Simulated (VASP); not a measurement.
A run of VASP 6.6.1 is set up as follows.

INCAR

```
ALGO = Normal
EDIFF = 1E-6
ENCUT = 520
GGA = PE
ISIF = 2
ISMEAR = 0
LASPH = True
LCHARG = False
LREAL = False
LWAVE = False
NBANDS = 23
NELM = 80
PREC = Accurate
SIGMA = 0.1
```

Contents of KPOINTS:

```
k-points
0
Gamma
  8 8 4
```

The input POSCAR:

```
Be3I
1.0
   -3.4622501275      0.0000000000      0.0000000000
    1.7311250638     -1.7311250638      5.6760799658
    0.0000000000      6.9245002550      0.0000000000
Be I
6 2
Direct
    0.5000000000      0.0000000000      0.2500000000
    0.5000000000      0.0000000000      0.7500000000
    0.7500000000      0.5000000000      0.1250000000
    0.7500000000      0.5000000000      0.6250000000
    0.2500000000      0.5000000000      0.3750000000
    0.2500000000      0.5000000000      0.8750000000
    0.0000000000      0.0000000000      0.0000000000
    1.0000000000      0.0000000000      0.5000000000
```

Potentials or basis: VASP PAW PBE potentials, release 64 (Be, I).

The run is started by

```bash
$ cat potpaw_PBE.64/Be/POTCAR potpaw_PBE.64/I/POTCAR > POTCAR
$ mpirun -np 1 vasp_std > vasp.out
```

Question: What does it give for the band gap on the k mesh?

Answer: Zero (bands 13 and 14 overlap by 2.39 eV).

Question: What does it give for the pressure?

Answer: 0.0 GPa.

Stress tensor (GPa, compression positive):
```
-0.08  0.00  0.00
 0.00 -0.08  0.00
 0.00  0.00  0.24
```

Caveat: spin-orbit coupling is left out, which moves the levels of the heavy elements.
